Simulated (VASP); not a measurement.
# Ti (P6/mmm) in VASP: further runs

Runs on Ti. Level: RPBE. Tasks: single point.

Program: VASP 6.6.1. These are calculated values, not measurements. Logs are shortened: lines on timing, memory, paths and dates and some standing lists are left out, and cuts for length are marked.

**1. The cell of the first run**

The structure is hexagonal, space group P6/mmm (No. 191). Conventional cell: a = 4.690 Å, b = 4.690 Å, c = 2.894 Å, α = 90.00°, β = 90.00°, γ = 120.00°. Within 3.8 Å of Ti (site symmetry 6/mmm) lie 14 Ti at 2.89 to 3.07 Å. Within 3.6 Å of Ti (site symmetry -6m2) lie 11 Ti at 2.71 to 3.07 Å.

This isn't the form of Ti at room conditions, which is hcp.

**2. Single point, RPBE (18.38 Å³/atom)**

File INCAR:

```
PREC = Accurate ; ENCUT = 520
EDIFF = 1E-7 ; ISMEAR = -1
SIGMA = 0.1 ; LREAL = F
LASPH = T ; NELM = 100
ALGO = Normal ; ISIF = 2
LWAVE = F ; LCHARG = T
GGA = RP ; LELF = T
LVHAR = T ; NBANDS = 25
```

File KPOINTS:

```
Automatic mesh
0
Gamma
  9 9 12
```

File POSCAR:

```
Ti
1.0
    4.6896537308      0.0000000000      0.0000000000
   -2.3448268654      4.0613592658      0.0000000000
    0.0000000000      0.0000000000      2.8943505381
Ti
3
Direct
    0.0000000000      0.0000000000      0.0000000000
    0.3333333333      0.6666666667      0.5000000000
    0.6666666667      0.3333333333      0.5000000000
```

Potentials or basis: VASP PAW PBE potentials, release 64 (Ti_sv).

Started as:

```console
> cat potpaw_PBE.64/Ti_sv/POTCAR > POTCAR
> mpirun -np 1 vasp_std > vasp.out
```

OUTCAR:

```text
PREC = Accurate
   ENCUT = 520
   EDIFF = 1E-7
   ISMEAR = -1
   LREAL = F
   LASPH = T
   NELM = 100
   ISIF = 2
   GGA = RP

 ion  position               nearest neighbor table
   1  0.000  0.000  0.000-
   2  0.333  0.667  0.500-   3 2.71   3 2.71   3 2.71
   3  0.667  0.333  0.500-   2 2.71   2 2.71   2 2.71

  LATTYP: Found a hexagonal cell.
 ALAT       =     4.6896537308
 C/A-ratio  =     0.6171778780

  Lattice vectors:

 A1 = (   4.6896537308,   0.0000000000,   0.0000000000)
 A2 = (  -2.3448268654,   4.0613592658,   0.0000000000)
 A3 = (   0.0000000000,   0.0000000000,   2.8943505381)

Analysis of symmetry for initial positions (statically):
=====================================================================
 Subroutine PRICEL returns:
 Original cell was already a primitive cell.

 Routine SETGRP: Setting up the symmetry group for a
 hexagonal supercell.

 Subroutine GETGRP returns: Found 24 space group operations
 (whereof 24 operations were pure point group operations)
 out of a pool of 24 trial point group operations.

The static configuration has the point symmetry D_6h.

Analysis of symmetry for dynamics (positions and initial velocities):
=====================================================================
 Subroutine PRICEL returns:
 Original cell was already a primitive cell.

 Routine SETGRP: Setting up the symmetry group for a
 hexagonal supercell.

 Subroutine GETGRP returns: Found 24 space group operations
 (whereof 24 operations were pure point group operations)
 out of a pool of 24 trial point group operations.

The dynamic configuration has the point symmetry D_6h.

 Subroutine INISYM returns: Found 24 space group operations
 (whereof 24 operations are pure point group operations),
 and found     1 'primitive' translations

----------------------------------------------------------------------------------------

                                     Primitive cell

  volume of cell :      55.1269

  direct lattice vectors                    reciprocal lattice vectors
     4.689653731  0.000000000  0.000000000     0.213235360  0.123111492  0.000000000
    -2.344826865  4.061359266  0.000000000     0.000000000  0.246222985  0.000000000
     0.000000000  0.000000000  2.894350538     0.000000000  0.000000000  0.345500653

  length of vectors
     4.689653731  4.689653731  2.894350538     0.246222985  0.246222985  0.345500653

  position of ions in fractional coordinates (direct lattice)
     0.000000000  0.000000000  0.000000000
     0.333333333  0.666666667  0.500000000
     0.666666667  0.333333333  0.500000000

  ion indices of the primitive-cell ions
   primitive index   ion index
                 1           1
                 2           2
                 3           3

----------------------------------------------------------------------------------------

 KPOINTS: Automatic mesh

Automatic generation of k-mesh.
 Grid dimensions read from file:
 generate k-points for:    9    9   12

 Generating k-lattice:

  Cartesian coordinates                     Fractional coordinates (reciprocal lattice)
     0.023692818  0.013679055  0.000000000     0.111111111 -0.000000000  0.000000000
     0.000000000  0.027358109  0.000000000     0.000000000  0.111111111  0.000000000
     0.000000000  0.000000000  0.028791721     0.000000000  0.000000000  0.083333333

  Length of vectors
     0.027358109  0.027358109  0.028791721

  Shift w.r.t. Gamma in fractional coordinates (k-lattice)
     0.000000000  0.000000000  0.000000000

 Subroutine IBZKPT returns following result:
 ===========================================

 Found     84 irreducible k-points:

 Following reciprocal coordinates:
            Coordinates               Weight
  0.000000  0.000000  0.000000      1.000000
  0.111111 -0.000000  0.000000      6.000000
  0.222222  0.000000  0.000000      6.000000
  0.333333 -0.000000  0.000000      6.000000
  0.444444  0.000000  0.000000      6.000000
  0.111111  0.111111  0.000000      6.000000
[... 16 lines left out ...]
  0.333333  0.222222  0.083333     24.000000
  0.333333  0.333333  0.083333      4.000000
 [... further k-points ...]
   k-points           NKPTS =     84   k-points in BZ     NKDIM =     84   number of bands    NBANDS=     25
   number of dos      NEDOS =    301   number of ions     NIONS =      3
   total plane-waves  NPLWV =  31104
   dimension x,y,z NGX =    36 NGY =   36 NGZ =   24
   dimension x,y,z NGXF=    72 NGYF=   72 NGZF=   48
   ions per type =               3
   NGX,Y,Z   is equivalent  to a cutoff of  12.76, 12.76, 13.79 a.u.
   NGXF,Y,Z  is equivalent  to a cutoff of  25.52, 25.52, 27.57 a.u.
 SYSTEM =  unknown system
   PREC   = accura    normal or accurate (medium, high low for compatibility)
   ISTART =      0    job   : 0-new  1-cont  2-samecut
   ICHARG =      2    charge: 1-file 2-atom 10-const
   ISPIN  =      1    spin polarized calculation?
   LNONCOLLINEAR =      F non collinear calculations
   LSORBIT =      F    spin-orbit coupling
   LASPH  =      T    aspherical Exc in radial PAW
   ENCUT  =  520.0 eV  38.22 Ry    6.18 a.u.   8.72  8.72  5.38*2*pi/ulx,y,z
   NELM   =    100;   NELMIN=  2; NELMDL= -5     # of ELM steps
   EDIFF  = 0.1E-06   stopping-criterion for ELM
   LREAL  =      F    real-space projection
   EDIFFG = 0.1E-05   stopping-criterion for IOM
   NSW    =      0    number of steps for IOM
   IBRION =     -1    ionic relax: 0-MD 1-quasi-New 2-CG
   NFREE  =      0    steps in history (QN), initial steepest desc. (CG)
   ISIF   =      2    stress and relaxation
   ISYM   =      2    0-nonsym 1-usesym 2-fastsym
   POTIM  = 0.5000    time-step for ionic-motion
   TEBEG  =    0.0;   TEEND  =   0.0 temperature during run
   PSTRESS=    0.0 pullay stress
   NELECT =      36.0000    total number of electrons
   NUPDOWN=      -1.0000    fix difference up-down
   EMIN   =  10.00;   EMAX   =-10.00  energy-range for DOS
   EFERMI =   0.00;   METHOD = LEGACY
   ISMEAR =    -1;   SIGMA  =   0.10  broadening in eV -4-tet -1-fermi 0-gaus
   EFERMI_NEDOS =   21; number of points for ismear=-14 and -15
   IALGO  =     38    algorithm
   IMIX   =      4    mixing-type and parameters
     AMIX     =   0.40;   BMIX     =  1.00
     AMIX_MAG =   1.60;   BMIX_MAG =  1.00
  volume/ion in A,a.u.               =      18.38       124.00
  Fermi-wavevector in a.u.,A,eV,Ry     =   1.420326  2.684026 27.447368  2.017325
  Thomas-Fermi vector in A             =   2.541253
   LORBIT       =      0    0 simple, 1 ext, 2 COOP (PROOUT), +10 PAW based schemes
   GGA     = RP    functional components
   LHFCALC =     F    Hartree Fock is set to
   AEXX    =    0.0000 exact exchange contribution
   IVDW    =     0    specifies the selected vdW correction
   LEPSILON=     F    determine dielectric tensor
   LRPA    =     F    only Hartree local field effects (RPA)
 non-spin polarized calculation
  energy-cutoff  :      520.00
  volume of cell :       55.13
 maximum number of plane-waves:      1529
 NGX is ok and might be reduce to    36
   NGX = 17   NGY = 17   NGZ = 11

 number of electron      36.0000016 magnetization

 Free energy of the ion-electron system (eV)
  ---------------------------------------------------
  ext. energy  EPLUGINS =         0.00000000
  ---------------------------------------------------
  free energy    TOTEN  =       -22.33583789 eV

  energy without entropy =      -22.22379017  energy(sigma->0) =      -22.27981403

 E-fermi :   7.7422     XC(G=0): -11.1246

 val. band max:        7.7383016008   @ k =   0.4444   0.1111   0.1667
 cond. band min:       7.7505822989   @ k =   0.3333   0.1111   0.0000
 fundamental gap:      0.0122806981
 Fermi energy:         7.7422026558

 k-point     1 :       0.0000    0.0000    0.0000
  band No.  band energies     occupation
      1     -49.3900      2.00000
      2     -49.1448      2.00000
      3     -49.0192      2.00000
      4     -25.6078      2.00000
      5     -25.6078      2.00000
      6     -25.4788      2.00000
[... 17 lines left out ...]
     24       9.4662      0.00000
     25       9.5582      0.00000

 k-point     2 :       0.1111   -0.0000    0.0000
  band No.  band energies     occupation
      1     -49.3891      2.00000
      2     -49.1422      2.00000
      3     -49.0228      2.00000
      4     -25.6277      2.00000
      5     -25.6217      2.00000
      6     -25.4589      2.00000
[... 17 lines left out ...]
     24       9.2778      0.00000
     25       9.8244      0.00000

 k-point     3 :       0.2222    0.0000    0.0000
  band No.  band energies     occupation
      1     -49.3870      2.00000
      2     -49.1344      2.00000
      3     -49.0329      2.00000
      4     -25.6643      2.00000
      5     -25.6318      2.00000
      6     -25.4225      2.00000
[... 17 lines left out ...]
     24       9.3289      0.00000
     25      10.1384      0.00000

 k-point     4 :       0.3333   -0.0000    0.0000
  band No.  band energies     occupation
      1     -49.3846      2.00000
      2     -49.1225      2.00000
      3     -49.0475      2.00000
      4     -25.6955      2.00000
      5     -25.6179      2.00000
      6     -25.3915      2.00000
[... 17 lines left out ...]
     24       9.6923      0.00000
     25      10.2213      0.00000
[... 477 lines left out ...]
 k-point    22 :       0.2222    0.2222    0.0833
  band No.  band energies     occupation
      1     -49.3809      2.00000
      2     -49.1121      2.00000
      3     -49.0535      2.00000
      4     -25.6468      2.00000
      5     -25.6459      2.00000
      6     -25.4529      2.00000
[... 17 lines left out ...]
     24       9.8160      0.00000
     25       9.9589      0.00000

 k-point    23 :       0.3333    0.2222    0.0833
  band No.  band energies     occupation
      1     -49.3799      2.00000
      2     -49.0986      2.00000
      3     -49.0682      2.00000
      4     -25.6548      2.00000
      5     -25.6107      2.00000
      6     -25.4957      2.00000
[... 17 lines left out ...]
     24       9.6307      0.00000
     25      10.1423      0.00000

 k-point    24 :       0.3333    0.3333    0.0833
  band No.  band energies     occupation
      1     -49.3796      2.00000
      2     -49.0836      2.00000
      3     -49.0836      2.00000
      4     -25.6177      2.00000
      5     -25.6177      2.00000
      6     -25.5390      2.00000
[... 17 lines left out ...]
     24       9.5005      0.00000
     25      10.3744      0.00000

 [... further k-points ...]

------------------------ aborting loop because EDIFF is reached ----------------------------------------

  FORCE on cell =-STRESS in cart. coord.  units (eV):
  Direction    XX          YY          ZZ          XY          YZ          ZX
  --------------------------------------------------------------------------------------
  -------------------------------------------------------------------------------------
  Total       -1.3520785     -1.3520785     -1.4141548      0.0000000      0.0000000      0.0000000
  in kB      -39.2960750    -39.2960750    -41.1002262      0.0000000      0.0000000      0.0000000
  external PRESSURE =     -39.8974587 kB  Pullay stress =       0.0000000 kB

 VOLUME and BASIS-vectors are now :
 -----------------------------------------------------------------------------
  energy-cutoff  :      520.00
  volume of cell :       55.13
      direct lattice vectors                 reciprocal lattice vectors
     4.689653731  0.000000000  0.000000000     0.213235360  0.123111492  0.000000000
    -2.344826865  4.061359266  0.000000000     0.000000000  0.246222985  0.000000000
     0.000000000  0.000000000  2.894350538     0.000000000  0.000000000  0.345500653

 POSITION                                       TOTAL-FORCE (eV/Angst)
 -----------------------------------------------------------------------------------
      0.00000      0.00000      0.00000        -0.000000      0.000000      0.000000
     -0.00000      2.70757      1.44718        -0.000000      0.000000     -0.000000
      2.34483      1.35379      1.44718         0.000000      0.000000      0.000000
 -----------------------------------------------------------------------------------
    total drift:                                0.000000      0.000000     -0.000000

  FREE ENERGIE OF THE ION-ELECTRON SYSTEM (eV)
  ---------------------------------------------------
  free  energy   TOTEN  =       -22.3358378905 eV

  energy  without entropy=      -22.2237901742  energy(sigma->0) =      -22.27981403
```

Wall time 4 min (1 thread of Intel Xeon 8259CL, shared host); peak memory 0.23 GiB.

What came out:

* Free energy: -22.3358 eV
* Pressure: -4.0 GPa
* Band gap on the k mesh: zero (bands 18 and 19 overlap by 0.19 eV)

Levels at points of the mesh, in eV from the Fermi level:
```
           k point  band 14  band 15  band 16  band 17  band 18  band 19  band 20  band 21  band 22  band 23
(0.00, 0.00, 0.00)    -1.73    -0.67    -0.67    -0.59    -0.59    -0.03     0.66     1.23     1.23     1.72
(0.00, 0.00, 0.50)    -1.83    -1.83    -1.73    -1.44    -1.44     1.01     1.01     1.16     1.16     2.72
```

Caveat: the cell stands under tension; the PAW data sets were made with another functional, which shifts forces and pressure a little.

**3. Single point, RPBE (19.08 Å³/atom)**

This run uses another cell than the first one, of 19.08 Å³/atom.

File INCAR:

```
  ALGO = Normal
  EDIFF = 1E-6
  ENCUT = 520
  GGA = RP
  ISIF = 2
  ISMEAR = -1
  LASPH = T
  LCHARG = F
  LREAL = F
  LWAVE = F
  NBANDS = 25
  NELM = 80
  PREC = Accurate
  SIGMA = 0.1
```

File KPOINTS:

```
k-points
0
Gamma
  9 9 12
```

File POSCAR:

```
Ti
1.0
    4.7490227388      0.0000000000      0.0000000000
   -2.3745113694      4.1127743349      0.0000000000
    0.0000000000      0.0000000000      2.9309917765
Ti
3
Direct
    0.0000000000      0.0000000000      0.0000000000
    0.3333333333      0.6666666667      0.5000000000
    0.6666666667      0.3333333333      0.5000000000
```

Potentials or basis: VASP PAW PBE potentials, release 64 (Ti_sv).

Started as:

```console
> cat potpaw_PBE.64/Ti_sv/POTCAR > POTCAR
> mpirun -np 1 vasp_std > vasp.out
```

Run time: 2.9 min. Hardware: 1 thread of Intel Xeon 8259CL, shared host; peak memory 0.23 GiB.

The run converged. Its results:

```
Free energy            : -22.2624 eV
Pressure               : -7.1 GPa
Band gap on the k mesh : zero (bands 18 and 19 overlap by 0.17 eV)
```

Stress tensor (GPa, compression positive):
```
-7.01  0.00  0.00
 0.00 -7.01  0.00
 0.00  0.00 -7.31
```

Levels at points of the mesh, in eV from the Fermi level:
```tsv
k point	band 14	band 15	band 16	band 17	band 18	band 19	band 20	band 21	band 22	band 23
(0.00, 0.00, 0.00)	-1.64	-0.66	-0.66	-0.57	-0.57	-0.04	0.64	1.18	1.18	1.65
(0.00, 0.00, 0.50)	-1.72	-1.72	-1.72	-1.36	-1.36	0.98	0.98	1.11	1.11	2.59
```

Caveat: the cell stands under tension; the PAW data sets were made with another functional, which shifts forces and pressure a little.

**4. Single point, RPBE (19.79 Å³/atom)**

This run uses another cell than the first one, of 19.79 Å³/atom.

File INCAR:

```
PREC = Accurate
ENCUT = 520
EDIFF = 1E-6
ISMEAR = -1
SIGMA = 0.1
LREAL = False
LASPH = True
NELM = 100
ALGO = Normal
ISIF = 2
LWAVE = False
LCHARG = False
GGA = RP
NBANDS = 25
```

File KPOINTS:

```
regular mesh
0
Gamma
  9 9 12
```

File POSCAR:

```
Ti
1.0
    4.8069433586      0.0000000000      0.0000000000
   -2.4034716793      4.1629350631      0.0000000000
    0.0000000000      0.0000000000      2.9667391017
Ti
3
Direct
    0.0000000000      0.0000000000      0.0000000000
    0.3333333333      0.6666666667      0.5000000000
    0.6666666667      0.3333333333      0.5000000000
```

Started as:

```console
> cat potpaw_PBE.64/Ti_sv/POTCAR > POTCAR
> mpirun -np 1 vasp_std > vasp.out
```

Run time: 3 min. Hardware: 1 thread of Intel Xeon 8259CL, shared host; peak memory 0.24 GiB.

Results (log left out):

| Property | Result |
| --- | --- |
| Free energy | -22.1513 eV |
| Pressure | -9.7 GPa |
| Band gap on the k mesh | zero (bands 18 and 19 overlap by 0.16 eV) |

Stress tensor (GPa, compression positive):
```
-9.54  0.00  0.00
 0.00 -9.54  0.00
 0.00  0.00 -9.92
```

Levels at points of the mesh, in eV from the Fermi level:
```csv
k point,band 14,band 15,band 16,band 17,band 18,band 19,band 20,band 21,band 22,band 23
"(0.00, 0.00, 0.00)",-1.56,-0.65,-0.65,-0.56,-0.56,-0.05,0.61,1.14,1.14,1.58
"(0.00, 0.00, 0.50)",-1.71,-1.62,-1.62,-1.29,-1.29,0.96,0.96,1.05,1.05,2.47
```

Caveat: the cell stands under tension; the PAW data sets were made with another functional, which shifts forces and pressure a little.

(Part 1 of 2 ends here.)
